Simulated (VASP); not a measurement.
Input of a VASP 6.6.1 run:

INCAR

```
PREC     = Accurate       # precision mode
ENCUT    = 520            # plane-wave cutoff, eV
EDIFF    = 1E-6           # SCF threshold, eV
ISMEAR   = 0              # smearing method
SIGMA    = 0.1            # smearing width, eV
LREAL    = F              # projectors in reciprocal space
LASPH    = T              # aspherical terms in the spheres
NELM     = 80             # most SCF steps
ALGO     = Fast           # electronic algorithm
ISIF     = 2              # what is computed and relaxed
LWAVE    = F              # write WAVECAR
LCHARG   = F              # write CHGCAR
GGA      = PE             # functional
NBANDS   = 9              # bands
```

KPOINTS

```
Automatic mesh
0
Gamma
  15 15 8
```

File POSCAR:

```
Mg
1.0
    3.2099407608      0.0000000000      0.0000000000
   -1.6049703804      2.7798902435      0.0000000000
    0.0000000000      0.0000000000      5.1399402221
Mg
2
Direct
    0.3333333333      0.6666666667      0.2500000000
    0.6666666667      0.3333333333      0.7500000000
```

Potentials or basis: VASP PAW PBE potentials, release 64 (Mg).

Launch:

```bash
$ cat potpaw_PBE.64/Mg/POTCAR > POTCAR
$ mpirun -np 1 vasp_std > vasp.out
```

**Question.** Predict the pressure.

**Answer.** -0.1 GPa.

**Question.** Estimate the band gap on the k mesh.

**Answer.** Zero (bands 2 and 3 overlap by 2.01 eV).
